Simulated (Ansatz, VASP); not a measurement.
# One calculation of CoSi2, two programs

File INCAR:

```
PREC = Accurate ; ENCUT = 520
EDIFF = 1E-6 ; ISMEAR = 0
SIGMA = 0.05 ; LREAL = F
LASPH = T ; NELM = 150
ALGO = Normal ; ISIF = 2
LWAVE = F ; LCHARG = F
ISPIN = 2 ; MAGMOM = 0.05 0 0
LORBIT = 11 ; LMAXMIX = 4
GGA = CA ; NBANDS = 20
```

Contents of KPOINTS:

```
Automatic mesh
0
Gamma
  12 12 12
```

POSCAR

```
CoSi2
1.0
    0.0000000000      2.6368085256      2.6368085256
    2.6368085256      0.0000000000      2.6368085256
    2.6368085256      2.6368085256      0.0000000000
Co Si
1 2
Direct
    0.0000000000      0.0000000000      0.0000000000
    0.2500000000      0.2500000000      0.2500000000
    0.7500000000      0.7500000000      0.7500000000
```

Input for Ansatz:

```yaml
crystal:
  lattice:
    - [0.0, 2.6368085256, 2.6368085256]
    - [2.6368085256, 0.0, 2.6368085256]
    - [2.6368085256, 2.6368085256, 0.0]
  atoms:
    - { symbol: Co, position: [0.0, 0.0, 0.0], spin: 0.05 }
    - { symbol: Si, position: [0.25, 0.25, 0.25] }
    - { symbol: Si, position: [0.75, 0.75, 0.75] }
basis:
  ecutwfc: 420
  ecutrho_ratio: 4
kpoints:
  mp_grid: { grid: [12, 12, 12] }
hamiltonian:
  xc: lda
scf:
  occupations: { method: gaussian, width: 0.05 }
output:
  forces: true
  stress: true
  eigenvalues: true
  populations: true
magnetization:
  spin_polarized: true
```

Alike in both runs: task single point; functional LDA; k mesh 12 × 12 × 12; occupations gaussian, width 0.05 eV; collinear spin.

```csv
,VASP,Ansatz
version,VASP 6.6.1,Ansatz 0.2.0
potentials or method,"VASP PAW LDA potentials, release 64 (Co, Si), cutoff 520 eV","scalar-relativistic, plane waves, PAW"
valence electrons in the cell,17,25
```

```tsv
	VASP	Ansatz	Ansatz less VASP
gap on the k mesh at the Fermi level (eV)	none	none	-
pressure (GPa)	0.2	0.0	-0.18
net moment per atom (μB)	0.00	0.00	0.000
```

LDA's correlation is that of Perdew and Zunger in VASP and of Perdew and Wang (1992) in Ansatz. A gap of «none» marks a metal or a gap that the smearing closes. VASP's potentials hold 17 valence electrons a cell and Ansatz's 25, so a difference there can come from the potentials and not from the codes. Ansatz's warnings: seeded moment not kept.
